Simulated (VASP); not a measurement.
**BaTiO3: relaxation of cell and atoms with PBE**

The system is BaTiO3.

```
Ba Ti O
1.0
     3.76270    0.00000    0.00000
     0.00000    3.76270    0.00000
     0.00000    0.00000    3.76270
Ba Ti O
1 1 3
Direct
  0.50000 0.50000 0.50000
  0.00000 0.00000 0.00000
  0.50000 0.00000 0.00000
  0.00000 0.50000 0.00000
  0.00000 0.00000 0.50000
```

| Quantity | Value |
| --- | --- |
| Program | VASP 6.6.1 |
| Task | relaxation of cell and atoms |
| Functional | PBE |
| Potentials or basis | VASP PAW PBE potentials, release 64 (Ba_sv, Ti_sv, O) |
| Cutoff | 600 eV |
| k mesh | 8 × 8 × 8 |
| Occupations | gaussian, width 0.02 eV |
| Spin | no spin polarisation |
| Target pressure | 50 GPa |
| Dipole correction | no |
| Further INCAR settings | ALGO = Normal; EDIFF = 1e-06; IBRION = 2; EDIFFG = -0.008; NSW = 70; ISIF = 3 |

```yaml
Relaxed_volume: 10.76 Å³/atom
Relaxed_cell: a = 3.775 Å, b = 3.775 Å, c = 3.775 Å, α = 90.00°, β = 90.00°, γ = 90.00°
Space_group_after_relaxing_to_0.05_Å: Pm-3m (No. 221)
Energy_change_on_relaxing_the_enthalpy_is_what_falls: -32.9 meV/atom
Ionic_steps: 3
Pressure_after_relaxing: 50.0 GPa
Band_gap_on_the_k_mesh: 1.99 eV, direct
```

The path:
| step | energy change (eV) | largest force (eV/Å) | pressure (GPa) | volume (Å³) |
| --- | --- | --- | --- | --- |
| 1 | 0.0000 | 0.0000 | 53.49 | 53.27 |
| 2 | -0.5351 | 0.0000 | 41.69 | 55.08 |
| 3 | -0.1643 | 0.0000 | 49.95 | 53.78 |

Final structure:
```
CELL_PARAMETERS angstrom
3.77465 0.00000 0.00000
0.00000 3.77465 0.00000
0.00000 0.00000 3.77465
ATOMIC_POSITIONS crystal
Ba 0.50000 0.50000 0.50000
Ti 0.00000 0.00000 0.00000
O 0.50000 0.00000 0.00000
O 0.00000 0.50000 0.00000
O 0.00000 0.00000 0.50000
```

Levels at points of the mesh, in eV from the valence-band top:
```tsv
k point	band 17	band 18	band 19	band 20	band 21	band 22	band 23	band 24
(0.00, 0.00, 0.00)	-1.49	0.00	0.00	0.00	1.99	1.99	1.99	4.93
(0.50, 0.00, 0.00)	-2.08	-2.08	-0.73	-0.73	2.24	4.36	4.36	5.17
(0.50, 0.50, 0.00)	-1.64	-0.77	-0.77	-0.20	4.38	4.38	4.85	6.30
(0.50, 0.50, 0.50)	-2.27	-0.08	-0.08	-0.08	5.28	5.28	5.28	7.50
```

Wall time 2.1 min on 1 thread of Intel Xeon 6975P-C, on a shared host, peak memory 0.22 GiB.

Caveat: the cell is relaxed towards a set pressure, so the enthalpy falls and the energy may rise; spin-orbit coupling is left out, which moves the levels of the heavy elements. A k mesh can miss the band edges.
